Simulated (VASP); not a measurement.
# MoS2 (P-3m1) in VASP: notebook

Runs on MoS2. Level: PBE. Tasks: single point.

Everything below comes from runs of VASP 6.6.1. Logs are shortened: lines on timing, memory, paths and dates and some standing lists are left out, and cuts for length are marked.

**1. The cell of the first run**

The structure is trigonal, space group P-3m1 (No. 164). Conventional cell: a = 3.193 Å, b = 3.193 Å, c = 6.772 Å, α = 90.00°, β = 90.00°, γ = 120.00°. Within 3.2 Å of Mo (site symmetry -3m) lie 6 S at 2.43 Å and 6 Mo at 3.19 Å. Within 3.2 Å of S (site symmetry 3m) lie 3 Mo at 2.43 Å and 6 S at 3.19 Å.

**2. Single point, PBE**

INCAR reads:

```
ALGO = Normal ; EDIFF = 1E-6
ENCUT = 520 ; GGA = PE
ISIF = 2 ; ISMEAR = 0
LASPH = T ; LCHARG = F
LREAL = F ; LWAVE = F
NBANDS = 20 ; NELM = 100
PREC = Accurate ; SIGMA = 0.05
```

KPOINTS reads:

```
k-points
0
Gamma
  12 12 6
```

POSCAR reads:

```
MoS2
1.0
    3.1934112330      0.0000000000      0.0000000000
   -1.5967056165      2.7655752525      0.0000000000
    0.0000000000      0.0000000000      6.7716536175
Mo S
1 2
Direct
    0.0000000000      0.0000000000      0.0000000000
    0.3333333333      0.6666666667      0.2338421089
    0.6666666667      0.3333333333      0.7661578911
```

Potentials or basis: VASP PAW PBE potentials, release 64 (Mo_sv, S).

Started as:

```console
> cat potpaw_PBE.64/Mo_sv/POTCAR potpaw_PBE.64/S/POTCAR > POTCAR
> mpirun -np 1 vasp_std > vasp.out
```

OUTCAR:

```text
EDIFF = 1E-6
   ENCUT = 520
   GGA = PE
   ISIF = 2
   ISMEAR = 0
   LASPH = T
   LREAL = F
   NELM = 100
   PREC = Accurate

 ion  position               nearest neighbor table
   1  0.000  0.000  0.000-   2 2.43   3 2.43   2 2.43   3 2.43   3 2.43   2 2.43
   2  0.333  0.667  0.234-   1 2.43   1 2.43   1 2.43
   3  0.667  0.333  0.766-   1 2.43   1 2.43   1 2.43

  LATTYP: Found a hexagonal cell.
 ALAT       =     3.1934112330
 C/A-ratio  =     2.1205078593

  Lattice vectors:

 A1 = (   3.1934112330,   0.0000000000,   0.0000000000)
 A2 = (  -1.5967056165,   2.7655752525,   0.0000000000)
 A3 = (   0.0000000000,   0.0000000000,   6.7716536175)

Analysis of symmetry for initial positions (statically):
=====================================================================
 Subroutine PRICEL returns:
 Original cell was already a primitive cell.

 Routine SETGRP: Setting up the symmetry group for a
 hexagonal supercell.

 Subroutine GETGRP returns: Found 12 space group operations
 (whereof 12 operations were pure point group operations)
 out of a pool of 24 trial point group operations.

The static configuration has the point symmetry D_3d.

Analysis of symmetry for dynamics (positions and initial velocities):
=====================================================================
 Subroutine PRICEL returns:
 Original cell was already a primitive cell.

 Routine SETGRP: Setting up the symmetry group for a
 hexagonal supercell.

 Subroutine GETGRP returns: Found 12 space group operations
 (whereof 12 operations were pure point group operations)
 out of a pool of 24 trial point group operations.

The dynamic configuration has the point symmetry D_3d.

 Subroutine INISYM returns: Found 12 space group operations
 (whereof 12 operations are pure point group operations),
 and found     1 'primitive' translations

----------------------------------------------------------------------------------------

                                     Primitive cell

  volume of cell :      59.8047

  direct lattice vectors                    reciprocal lattice vectors
     3.193411233  0.000000000  0.000000000     0.313144762  0.180794213  0.000000000
    -1.596705616  2.765575253  0.000000000     0.000000000  0.361588425  0.000000000
     0.000000000  0.000000000  6.771653618     0.000000000  0.000000000  0.147674417

  length of vectors
     3.193411233  3.193411233  6.771653618     0.361588425  0.361588425  0.147674417

  position of ions in fractional coordinates (direct lattice)
     0.000000000  0.000000000  0.000000000
     0.333333333  0.666666667  0.233842109
     0.666666667  0.333333333  0.766157891

  ion indices of the primitive-cell ions
   primitive index   ion index
                 1           1
                 2           2
                 3           3

----------------------------------------------------------------------------------------

 KPOINTS: k-points

Automatic generation of k-mesh.
 Grid dimensions read from file:
 generate k-points for:   12   12    6

 Generating k-lattice:

  Cartesian coordinates                     Fractional coordinates (reciprocal lattice)
     0.026095397  0.015066184  0.000000000     0.083333333  0.000000000  0.000000000
     0.000000000  0.030132369  0.000000000     0.000000000  0.083333333  0.000000000
     0.000000000  0.000000000  0.024612403     0.000000000  0.000000000  0.166666667

  Length of vectors
     0.030132369  0.030132369  0.024612403

  Shift w.r.t. Gamma in fractional coordinates (k-lattice)
     0.000000000  0.000000000  0.000000000

 Subroutine IBZKPT returns following result:
 ===========================================

 Found    100 irreducible k-points:

 Following reciprocal coordinates:
            Coordinates               Weight
  0.000000  0.000000  0.000000      1.000000
  0.083333 -0.000000  0.000000      6.000000
  0.166667  0.000000  0.000000      6.000000
  0.250000 -0.000000  0.000000      6.000000
  0.333333 -0.000000  0.000000      6.000000
  0.416667 -0.000000  0.000000      6.000000
[... 16 lines left out ...]
  0.166667  0.000000  0.166667      6.000000
  0.000000  0.166667  0.166667      6.000000
 [... further k-points ...]
   k-points           NKPTS =    100   k-points in BZ     NKDIM =    100   number of bands    NBANDS=     20
   number of dos      NEDOS =    301   number of ions     NIONS =      3
   total plane-waves  NPLWV =  28800
   dimension x,y,z NGX =    24 NGY =   24 NGZ =   50
   dimension x,y,z NGXF=    48 NGYF=   48 NGZF=  100
   ions per type =               1   2
   NGX,Y,Z   is equivalent  to a cutoff of  12.49, 12.49, 12.28 a.u.
   NGXF,Y,Z  is equivalent  to a cutoff of  24.99, 24.99, 24.55 a.u.
 SYSTEM =  unknown system
   PREC   = accura    normal or accurate (medium, high low for compatibility)
   ISTART =      0    job   : 0-new  1-cont  2-samecut
   ICHARG =      2    charge: 1-file 2-atom 10-const
   ISPIN  =      1    spin polarized calculation?
   LNONCOLLINEAR =      F non collinear calculations
   LSORBIT =      F    spin-orbit coupling
   LASPH  =      T    aspherical Exc in radial PAW
   ENCUT  =  520.0 eV  38.22 Ry    6.18 a.u.   5.94  5.94 12.59*2*pi/ulx,y,z
   NELM   =    100;   NELMIN=  2; NELMDL= -5     # of ELM steps
   EDIFF  = 0.1E-05   stopping-criterion for ELM
   LREAL  =      F    real-space projection
   EDIFFG = 0.1E-04   stopping-criterion for IOM
   NSW    =      0    number of steps for IOM
   IBRION =     -1    ionic relax: 0-MD 1-quasi-New 2-CG
   NFREE  =      0    steps in history (QN), initial steepest desc. (CG)
   ISIF   =      2    stress and relaxation
   ISYM   =      2    0-nonsym 1-usesym 2-fastsym
   POTIM  = 0.5000    time-step for ionic-motion
   TEBEG  =    0.0;   TEEND  =   0.0 temperature during run
   PSTRESS=    0.0 pullay stress
   NELECT =      26.0000    total number of electrons
   NUPDOWN=      -1.0000    fix difference up-down
   EMIN   =  10.00;   EMAX   =-10.00  energy-range for DOS
   EFERMI =   0.00;   METHOD = LEGACY
   ISMEAR =     0;   SIGMA  =   0.05  broadening in eV -4-tet -1-fermi 0-gaus
   EFERMI_NEDOS =   21; number of points for ismear=-14 and -15
   IALGO  =     38    algorithm
   IMIX   =      4    mixing-type and parameters
     AMIX     =   0.40;   BMIX     =  1.00
     AMIX_MAG =   1.60;   BMIX_MAG =  1.00
  volume/ion in A,a.u.               =      19.93       134.53
  Fermi-wavevector in a.u.,A,eV,Ry     =   1.240188  2.343616 20.926669  1.538067
  Thomas-Fermi vector in A             =   2.374640
   LORBIT       =      0    0 simple, 1 ext, 2 COOP (PROOUT), +10 PAW based schemes
   GGA     = PE    functional components
   LHFCALC =     F    Hartree Fock is set to
   AEXX    =    0.0000 exact exchange contribution
   IVDW    =     0    specifies the selected vdW correction
   LEPSILON=     F    determine dielectric tensor
   LRPA    =     F    only Hartree local field effects (RPA)
 non-spin polarized calculation
 Gauss-broadening in eV      SIGMA  =   0.05
  energy-cutoff  :      520.00
  volume of cell :       59.80
 maximum number of plane-waves:      1644
   NGX = 11   NGY = 11   NGZ = 25

 number of electron      26.0000001 magnetization

 Free energy of the ion-electron system (eV)
  ---------------------------------------------------
  ext. energy  EPLUGINS =         0.00000000
  ---------------------------------------------------
  free energy    TOTEN  =       -21.01778981 eV

  energy without entropy =      -21.01572631  energy(sigma->0) =      -21.01675806

 E-fermi :   6.3729     XC(G=0): -10.0923

 val. band max:        6.3607432328   @ k =   0.0000   0.0833   0.1667
 cond. band min:       6.3824966305   @ k =   0.0833  -0.0000   0.1667
 fundamental gap:      0.0217533977
 Fermi energy:         6.3728734409

 k-point     1 :       0.0000    0.0000    0.0000
  band No.  band energies     occupation
      1     -55.4334      2.00000
      2     -29.4733      2.00000
      3     -29.4118      2.00000
      4     -29.4118      2.00000
      5      -8.4541      2.00000
      6      -7.2143      2.00000
[... 12 lines left out ...]
     19      12.6525      0.00000
     20      15.7684      0.00000

 k-point     2 :       0.0833   -0.0000    0.0000
  band No.  band energies     occupation
      1     -55.4310      2.00000
      2     -29.4685      2.00000
      3     -29.4360      2.00000
      4     -29.4174      2.00000
      5      -8.3472      2.00000
      6      -7.1823      2.00000
[... 12 lines left out ...]
     19      13.1872      0.00000
     20      15.5358      0.00000

 k-point     3 :       0.1667    0.0000    0.0000
  band No.  band energies     occupation
      1     -55.4245      2.00000
      2     -29.5018      2.00000
      3     -29.4556      2.00000
      4     -29.4325      2.00000
      5      -8.0425      2.00000
      6      -7.0913      2.00000
[... 12 lines left out ...]
     19      14.0922      0.00000
     20      15.2458      0.00000

 k-point     4 :       0.2500   -0.0000    0.0000
  band No.  band energies     occupation
      1     -55.4157      2.00000
      2     -29.5904      2.00000
      3     -29.4531      2.00000
      4     -29.4379      2.00000
      5      -7.5939      2.00000
      6      -6.9502      2.00000
[... 12 lines left out ...]
     19      13.9004      0.00000
     20      14.3817      0.00000

 k-point     5 :       0.3333   -0.0000    0.0000
  band No.  band energies     occupation
      1     -55.4068      2.00000
      2     -29.6779      2.00000
      3     -29.4736      2.00000
      4     -29.4201      2.00000
      5      -7.1455      2.00000
      6      -6.7259      2.00000
[... 12 lines left out ...]
     19      13.4377      0.00000
     20      13.8654      0.00000
[... 353 lines left out ...]
      6      -7.2145      2.00000
[... 12 lines left out ...]
     19      13.3211      0.00000
     20      15.5240      0.00000

 k-point    22 :       0.0000    0.0833    0.1667
  band No.  band energies     occupation
      1     -55.4310      2.00000
      2     -29.4686      2.00000
      3     -29.4360      2.00000
      4     -29.4174      2.00000
      5      -8.3277      2.00000
      6      -7.2137      2.00000
[... 12 lines left out ...]
     19      13.3197      0.00000
     20      15.3619      0.00000

 k-point    23 :       0.1667    0.0000    0.1667
  band No.  band energies     occupation
      1     -55.4245      2.00000
      2     -29.5018      2.00000
      3     -29.4556      2.00000
      4     -29.4325      2.00000
      5      -8.0212      2.00000
      6      -7.1226      2.00000
[... 12 lines left out ...]
     19      14.2223      0.00000
     20      15.4981      0.00000

 k-point    24 :       0.0000    0.1667    0.1667
  band No.  band energies     occupation
      1     -55.4245      2.00000
      2     -29.5018      2.00000
      3     -29.4556      2.00000
      4     -29.4325      2.00000
      5      -8.0254      2.00000
      6      -7.1159      2.00000
[... 12 lines left out ...]
     19      14.0230      0.00000
     20      14.9431      0.00000

 [... further k-points ...]

------------------------ aborting loop because EDIFF is reached ----------------------------------------

  FORCE on cell =-STRESS in cart. coord.  units (eV):
  Direction    XX          YY          ZZ          XY          YZ          ZX
  --------------------------------------------------------------------------------------
  -------------------------------------------------------------------------------------
  Total       -0.0315351     -0.0315351     -0.0350102      0.0000000     -0.0000000      0.0000000
  in kB       -0.8448317     -0.8448317     -0.9379283      0.0000000     -0.0000000      0.0000000
  external PRESSURE =      -0.8758639 kB  Pullay stress =       0.0000000 kB

 VOLUME and BASIS-vectors are now :
 -----------------------------------------------------------------------------
  energy-cutoff  :      520.00
  volume of cell :       59.80
      direct lattice vectors                 reciprocal lattice vectors
     3.193411233  0.000000000  0.000000000     0.313144762  0.180794213  0.000000000
    -1.596705616  2.765575253  0.000000000     0.000000000  0.361588425  0.000000000
     0.000000000  0.000000000  6.771653618     0.000000000  0.000000000  0.147674417

 POSITION                                       TOTAL-FORCE (eV/Angst)
 -----------------------------------------------------------------------------------
      0.00000      0.00000      0.00000         0.000000      0.000000      0.000000
     -0.00000      1.84372      1.58350        -0.000000      0.000000     -0.006663
      1.59671      0.92186      5.18816        -0.000000     -0.000000      0.006663
 -----------------------------------------------------------------------------------
    total drift:                                0.000000     -0.000000     -0.000000

  FREE ENERGIE OF THE ION-ELECTRON SYSTEM (eV)
  ---------------------------------------------------
  free  energy   TOTEN  =       -21.0177898098 eV

  energy  without entropy=      -21.0157263107  energy(sigma->0) =      -21.01675806
```

It took 2.2 min on 1 thread of AMD EPYC 7R43 (Zen 3), shared host; peak memory 0.21 GiB.

Results:

```
Free energy            : -21.0178 eV
Pressure               : -0.1 GPa
Largest force          : 0.007 eV/Å
Band gap on the k mesh : zero (bands 13 and 14 overlap by 0.88 eV)
```

Forces in eV/Å, atoms in the order of the input:
```
Mo   0.000  0.000  0.000
S    0.000  0.000 -0.007
S    0.000  0.000  0.007
```

Caveat: this functional lacks dispersion, which binds layers or chains, so the pressure and a relaxed spacing across them are unreliable.

[end of part 1 of 3]

The gap in the log of VASP goes by the Fermi energy; the results here count the filled bands.